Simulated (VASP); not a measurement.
# HfCuSi3 (P4mm) in VASP: notebook, part 2 of 2

VASP 6.6.1. The steps go on from the part before.

## Step 4: Relaxation of cell and atoms, PBE

The input, INCAR:

```
SYSTEM = HfCuSi3
PREC = Accurate
ENCUT = 600
EDIFF = 1E-7
ISMEAR = 0
SIGMA = 0.1
LREAL = .FALSE.
LASPH = .TRUE.
NELM = 80
ALGO = Normal
ISIF = 3
LWAVE = .FALSE.
LCHARG = .FALSE.
GGA = PE
IBRION = 2
NSW = 100
EDIFFG = -0.01
```

The input, KPOINTS:

```
regular mesh
0
G
  10 10 6
  0 0 0
```

The input, POSCAR:

```
HfCuSi3
1.0
    3.7560743734      0.0000000000      0.0000000000
    0.0000000000      3.7560743734      0.0000000000
    0.0000000000      0.0000000000      5.8328656100
Hf Si Cu
1 3 1
Direct
    0.0000000000      0.0000000000      0.0192239652
    0.5000000000      0.5000000000      0.0384040669
    0.0000000000      0.5000000000      0.3781773089
    0.5000000000      0.0000000000      0.3781773089
    0.5000000000      0.5000000000      0.6460173501
```

Potentials or basis: VASP PAW PBE potentials, release 64 (Hf_pv, Si, Cu).

The run is started by

```sh
cat potpaw_PBE.64/Hf_pv/POTCAR potpaw_PBE.64/Si/POTCAR potpaw_PBE.64/Cu/POTCAR > POTCAR
mpirun -np 1 vasp_std > vasp.out
```

OUTCAR:

```text
SYSTEM = HfCuSi3
   PREC = Accurate
   ENCUT = 600
   EDIFF = 1E-7
   ISMEAR = 0
   LREAL = .FALSE.
   LASPH = .TRUE.
   NELM = 80
   ISIF = 3
   GGA = PE
   IBRION = 2
   NSW = 100
   EDIFFG = -0.01

 ion  position               nearest neighbor table
   1  0.000  0.000  0.019-   2 2.66   2 2.66   2 2.66   2 2.66   3 2.81   4 2.81   4 2.81   3 2.81

   2  0.500  0.500  0.038-   5 2.29   1 2.66   1 2.66   1 2.66   1 2.66   4 2.73   3 2.73   3 2.73
                             4 2.73
   3  0.000  0.500  0.378-   5 2.44   5 2.44   4 2.66   4 2.66   4 2.66   4 2.66   2 2.73   2 2.73
                             1 2.81   1 2.81
   4  0.500  0.000  0.378-   5 2.44   5 2.44   3 2.66   3 2.66   3 2.66   3 2.66   2 2.73   2 2.73
                             1 2.81   1 2.81
   5  0.500  0.500  0.646-   2 2.29   3 2.44   4 2.44   4 2.44   3 2.44

  LATTYP: Found a simple tetragonal cell.
 ALAT       =     3.7560743734
 C/A-ratio  =     1.5529153659

  Lattice vectors:

 A1 = (   3.7560743734,   0.0000000000,   0.0000000000)
 A2 = (   0.0000000000,   3.7560743734,   0.0000000000)
 A3 = (   0.0000000000,   0.0000000000,   5.8328656100)

Analysis of symmetry for initial positions (statically):
=====================================================================
 Subroutine PRICEL returns:
 Original cell was already a primitive cell.

 Routine SETGRP: Setting up the symmetry group for a
 simple tetragonal supercell.

 Subroutine GETGRP returns: Found  8 space group operations
 (whereof  8 operations were pure point group operations)
 out of a pool of 16 trial point group operations.

The static configuration has the point symmetry C_4v.

Analysis of symmetry for dynamics (positions and initial velocities):
=====================================================================
 Subroutine PRICEL returns:
 Original cell was already a primitive cell.

 Routine SETGRP: Setting up the symmetry group for a
 simple tetragonal supercell.

 Subroutine GETGRP returns: Found  8 space group operations
 (whereof  8 operations were pure point group operations)
 out of a pool of 16 trial point group operations.

The dynamic configuration has the point symmetry C_4v.

 Subroutine INISYM returns: Found  8 space group operations
 (whereof  8 operations are pure point group operations),
 and found     1 'primitive' translations

----------------------------------------------------------------------------------------

                                     Primitive cell

  volume of cell :      82.2906

  direct lattice vectors                    reciprocal lattice vectors
     3.756074373  0.000000000  0.000000000     0.266235410  0.000000000  0.000000000
     0.000000000  3.756074373  0.000000000     0.000000000  0.266235410  0.000000000
     0.000000000  0.000000000  5.832865610     0.000000000  0.000000000  0.171442318

  length of vectors
     3.756074373  3.756074373  5.832865610     0.266235410  0.266235410  0.171442318

  position of ions in fractional coordinates (direct lattice)
     0.000000000  0.000000000  0.019223965
     0.500000000  0.500000000  0.038404067
     0.000000000  0.500000000  0.378177309
[... 68 lines left out ...]
   dimension x,y,z NGXF=    60 NGYF=   60 NGZF=   96
   ions per type =               1   3   1
   NGX,Y,Z   is equivalent  to a cutoff of  13.28, 13.28, 13.68 a.u.
   NGXF,Y,Z  is equivalent  to a cutoff of  26.56, 26.56, 27.36 a.u.
 SYSTEM =  HfCuSi3
   PREC   = accura    normal or accurate (medium, high low for compatibility)
   ISTART =      0    job   : 0-new  1-cont  2-samecut
   ICHARG =      2    charge: 1-file 2-atom 10-const
   ISPIN  =      1    spin polarized calculation?
   LNONCOLLINEAR =      F non collinear calculations
   LSORBIT =      F    spin-orbit coupling
   LASPH  =      T    aspherical Exc in radial PAW
   ENCUT  =  600.0 eV  44.10 Ry    6.64 a.u.   7.50  7.50 11.65*2*pi/ulx,y,z
   NELM   =     80;   NELMIN=  2; NELMDL= -5     # of ELM steps
   EDIFF  = 0.1E-06   stopping-criterion for ELM
   LREAL  =      F    real-space projection
   EDIFFG = -.1E-01   stopping-criterion for IOM
   NSW    =    100    number of steps for IOM
   IBRION =      2    ionic relax: 0-MD 1-quasi-New 2-CG
   NFREE  =      1    steps in history (QN), initial steepest desc. (CG)
   ISIF   =      3    stress and relaxation
   ISYM   =      2    0-nonsym 1-usesym 2-fastsym
   POTIM  = 0.5000    time-step for ionic-motion
   TEBEG  =    0.0;   TEEND  =   0.0 temperature during run
   PSTRESS=    0.0 pullay stress
   NELECT =      33.0000    total number of electrons
   NUPDOWN=      -1.0000    fix difference up-down
   EMIN   =  10.00;   EMAX   =-10.00  energy-range for DOS
   EFERMI =   0.00;   METHOD = LEGACY
   ISMEAR =     0;   SIGMA  =   0.10  broadening in eV -4-tet -1-fermi 0-gaus
   EFERMI_NEDOS =   21; number of points for ismear=-14 and -15
   IALGO  =     38    algorithm
   IMIX   =      4    mixing-type and parameters
     AMIX     =   0.40;   BMIX     =  1.00
     AMIX_MAG =   1.60;   BMIX_MAG =  1.00
  volume/ion in A,a.u.               =      16.46       111.06
  Fermi-wavevector in a.u.,A,eV,Ry     =   1.207247  2.281365 19.829738  1.457445
  Thomas-Fermi vector in A             =   2.342890
   LORBIT       =      0    0 simple, 1 ext, 2 COOP (PROOUT), +10 PAW based schemes
   GGA     = PE    functional components
   LHFCALC =     F    Hartree Fock is set to
   AEXX    =    0.0000 exact exchange contribution
   IVDW    =     0    specifies the selected vdW correction
   LEPSILON=     F    determine dielectric tensor
   LRPA    =     F    only Hartree local field effects (RPA)
 conjugate gradient relaxation of ions
 non-spin polarized calculation
 Gauss-broadening in eV      SIGMA  =   0.10
  energy-cutoff  :      600.00
  volume of cell :       82.29
 maximum number of plane-waves:      2776
   NGX = 15   NGY = 15   NGZ = 23

--------------------------------------- Ionic step        1  -------------------------------------------

 number of electron      33.0000005 magnetization

 Free energy of the ion-electron system (eV)
  ---------------------------------------------------
  ext. energy  EPLUGINS =         0.00000000
  ---------------------------------------------------
  free energy    TOTEN  =       -29.95549262 eV

  energy without entropy =      -29.94353640  energy(sigma->0) =      -29.94951451

------------------------ aborting loop because EDIFF is reached ----------------------------------------

  FORCE on cell =-STRESS in cart. coord.  units (eV):
  Direction    XX          YY          ZZ          XY          YZ          ZX
  --------------------------------------------------------------------------------------
  -------------------------------------------------------------------------------------
  Total       -0.4636690     -0.4636690      0.8308778      0.0000000      0.0000000      0.0000000
  in kB       -9.0275159     -9.0275159     16.1769784      0.0000000      0.0000000      0.0000000
  external PRESSURE =      -0.6260178 kB  Pullay stress =       0.0000000 kB
[... 98 lines left out ...]
  FREE ENERGIE OF THE ION-ELECTRON SYSTEM (eV)
  ---------------------------------------------------
  free  energy   TOTEN  =       -29.9744215421 eV

  energy  without entropy=      -29.9623963152  energy(sigma->0) =      -29.96840893

[... ionic steps 4 to 16 ...]

--------------------------------------- Ionic step       17  -------------------------------------------

 number of electron      33.0000016 magnetization

------------------------ aborting loop because EDIFF is reached ----------------------------------------
[... 73 lines left out ...]
--------------------------------------- Ionic step       19  -------------------------------------------

 number of electron      33.0000015 magnetization

 Free energy of the ion-electron system (eV)
  ---------------------------------------------------
  ext. energy  EPLUGINS =         0.00000000
  ---------------------------------------------------
  free energy    TOTEN  =       -29.97924807 eV

  energy without entropy =      -29.96754514  energy(sigma->0) =      -29.97339660

 E-fermi :   7.3978     XC(G=0): -10.9646

 val. band max:        7.3604998231   @ k =   0.3000   0.0000   0.5000
 cond. band min:       7.4137056558   @ k =   0.4000   0.1000   0.3333
 fundamental gap:      0.0532058327
 Fermi energy:         7.3977721783

 k-point     1 :       0.0000    0.0000    0.0000
  band No.  band energies     occupation
      1     -23.4429      2.00000
      2     -23.3304      2.00000
      3     -23.3304      2.00000
      4      -5.2451      2.00000
      5      -1.3864      2.00000
      6       1.5963      2.00000
[... 541 lines left out ...]
     19       9.2261      0.00000
     20       9.5003      0.00000

 [... further k-points ...]
[... 5 lines left out ...]
  --------------------------------------------------------------------------------------
  -------------------------------------------------------------------------------------
  Total        0.0111105      0.0111105      0.0353608      0.0000000      0.0000000      0.0000000
  in kB        0.2144478      0.2144478      0.6825089      0.0000000      0.0000000      0.0000000
  external PRESSURE =       0.3704682 kB  Pullay stress =       0.0000000 kB
[... 20 lines left out ...]
  FREE ENERGIE OF THE ION-ELECTRON SYSTEM (eV)
  ---------------------------------------------------
  free  energy   TOTEN  =       -29.9792480662 eV

  energy  without entropy=      -29.9675451428  energy(sigma->0) =      -29.97339660

 reached required accuracy - stopping structural energy minimisation
```

OSZICAR:

```text
N       E                     dE             d eps       ncg     rms          rms(c)
DAV:   1     0.201445756423E+03    0.20145E+03   -0.16067E+04  3360   0.189E+03
DAV:   2    -0.142876481551E+02   -0.21573E+03   -0.20931E+03  3404   0.406E+02
DAV:   3    -0.332160633573E+02   -0.18928E+02   -0.17369E+02  4672   0.101E+02
[... 200 lines left out ...]
DAV:   3    -0.299792689213E+02    0.34438E-04   -0.34677E-04  4892   0.639E-01    0.381E-02
DAV:   4    -0.299792494568E+02    0.19465E-04   -0.70620E-05  5040   0.209E-01    0.190E-02
DAV:   5    -0.299792486987E+02    0.75813E-06   -0.66571E-06  5436   0.333E-02    0.107E-02
DAV:   6    -0.299792481623E+02    0.53637E-06   -0.81721E-07  5144   0.126E-02    0.276E-03
DAV:   7    -0.299792480662E+02    0.96061E-07   -0.18448E-07  2700   0.119E-02
  19 F= -.29979248E+02 E0= -.29973397E+02  d E =-.489851E-04
```

Wall time 29 min (1 thread of Intel Xeon Platinum 8259CL at 2.50GHz (Skylake/Cascade Lake), shared host); peak memory 0.36 GiB.

What came out:

```
Free energy                           : -29.9792 eV
Relaxed volume                        : 16.60 Å³/atom
Relaxed cell                          : a = 3.713 Å, b = 3.713 Å, c = 6.022 Å, α = 90.00°, β = 90.00°, γ = 90.00°
Space group after relaxing (to 0.1 Å) : P4mm (No. 99)
Energy gained by relaxing             : 4.8 meV/atom
Ionic steps                           : 19
Pressure after relaxing               : 0.0 GPa
Largest force after relaxing          : 0.009 eV/Å
Band gap on the k mesh                : zero (an odd number of electrons rules out a gap without spin polarisation)
```

Forces in eV/Å, atoms in the order of the input:
```
Hf   0.000  0.000 -0.004
Si   0.000  0.000  0.007
Si   0.000  0.000  0.003
Si   0.000  0.000  0.003
Cu   0.000  0.000 -0.009
```

Step by step:
```tsv
step	energy change (eV)	largest force (eV/Å)	pressure (GPa)	volume (Å³)
1	0.0000	0.3240	-0.06	82.29
2	-0.0156	0.1838	-0.20	82.21
3	-0.0189	0.1812	-0.25	82.15
4	-0.0205	0.0403	0.24	81.79
5	-0.0205	0.0442	0.22	81.80
6	-0.0210	0.0521	-0.06	82.03
7	-0.0210	0.0542	-0.07	82.06
8	-0.0215	0.0457	-0.03	82.10
9	-0.0221	0.0394	0.05	82.17
10	-0.0218	0.1549	0.24	82.32
11	-0.0222	0.0799	0.12	82.23
12	-0.0225	0.0705	0.06	82.32
13	-0.0230	0.0412	-0.06	82.58
14	-0.0233	0.0199	-0.29	83.12
15	-0.0233	0.0081	-0.24	82.98
16	-0.0236	0.0125	-0.12	82.98
17	-0.0237	0.0182	0.03	82.97
18	-0.0237	0.0192	0.05	82.97
19	-0.0238	0.0089	0.04	83.01
```

Final structure:
```yaml
crystal:
  lattice:
    - [3.71282, 0.00000, 0.00000]
    - [0.00000, 3.71282, 0.00000]
    - [0.00000, 0.00000, 6.02166]
  atoms:
    - { symbol: Hf, position: [0.00000, 0.00000, 0.02644] }
    - { symbol: Si, position: [0.50000, 0.50000, 0.02340] }
    - { symbol: Si, position: [0.00000, 0.50000, 0.38348] }
    - { symbol: Si, position: [0.50000, 0.00000, 0.38348] }
    - { symbol: Cu, position: [0.50000, 0.50000, 0.64321] }
```

Caveat: spin-orbit coupling is left out, which moves the levels of the heavy elements.

## Step 5: The runs side by side

```csv
task,cell,k mesh,cutoff (eV),gap on the mesh (eV),pressure (GPa),largest force (eV/Å)
single point,"a = 3.756, b = 3.756, c = 5.833 Å, 5 atoms, atomic positions A",4 × 4 × 4,520,none,0.1,0.03
single point,"a = 3.712, b = 3.712, c = 6.039 Å, 5 atoms, atomic positions B",10 × 10 × 6,520,none,0.1,0.03
relaxation of cell and atoms,"relaxed from a = 3.756, b = 3.756, c = 5.833 Å, 5 atoms, atomic positions A",10 × 10 × 6,600,none,0.0,0.01
```

Alike in all rows: level PBE; potentials or basis VASP PAW PBE potentials, release 64 (Hf_pv, Si, Cu); no spin polarisation; smearing gaussian 0.1 eV.

Caveats: some runs use coarse meshes; spin-orbit coupling is left out, which moves the levels of the heavy elements.

Total energies depend on the potentials used, so only differences within one code and one set of settings carry meaning.
